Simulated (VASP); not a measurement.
Write the native input for VASP 6.6.1 that does the following.

* Task: relaxation of cell and atoms
* Functional: PBEsol
* Potentials or basis: VASP PAW PBE potentials, release 64 (Rh_pv)
* Cutoff: 500 eV
* k mesh: 10 × 10 × 10
* Occupations: gaussian, width 0.05 eV
* Spin: no spin polarisation
* Target pressure: 15 GPa
* Dipole correction: no
* Further INCAR settings: ALGO = Normal; EDIFF = 1e-07; IBRION = 2; EDIFFG = -0.03; NSW = 60; ISIF = 3

The structure of Rh lies in POSCAR:

```
Rh
1.0
    2.6839650000      0.0000000000      0.0000000000
    1.3419825000      2.3243818729      0.0000000000
    1.3419825000      0.7747939576      2.1914482458
Rh
1
Direct
    0.0000000000      0.0000000000      0.0000000000
```

The input as run:

INCAR

```
  ALGO = Normal
  EDIFF = 1E-7
  EDIFFG = -0.03
  ENCUT = 500
  GGA = PS
  GGA_COMPAT = False
  IBRION = 2
  ISIF = 3
  ISMEAR = 0
  LASPH = True
  LCHARG = False
  LREAL = False
  LWAVE = False
  NELM = 120
  NELMIN = 4
  NSW = 60
  PREC = Accurate
  PSTRESS = 150.0
  SIGMA = 0.05
```

KPOINTS

```
k-points
0
Gamma
  10 10 10
```

Potentials or basis: VASP PAW PBE potentials, release 64 (Rh_pv).

Command:

```console
$ cat potpaw_PBE.64/Rh_pv/POTCAR > POTCAR
$ mpirun -np 1 vasp_std > vasp.out
```

It gave:

The relaxed volume is 12.90 Å³/atom. The relaxed cell is a = 2.632 Å, b = 2.632 Å, c = 2.632 Å, α = 60.00°, β = 60.00°, γ = 60.00°. The space group after relaxing (to 0.05 Å) is Fm-3m (No. 225) and the energy change on relaxing (the enthalpy is what falls) is +24.7 meV/atom. The ionic steps are 5 and the pressure after relaxing is 15.0 GPa.

Caveat: the cell is relaxed towards a set pressure, so the enthalpy falls and the energy may rise; the PAW data sets were made with another functional, which shifts forces and pressure a little.

Run time: 16 s on 1 thread of Intel(R) Xeon(R) Platinum 8375C CPU @ 2.90GHz (Ice Lake), on a shared host, peak memory 0.14 GiB.
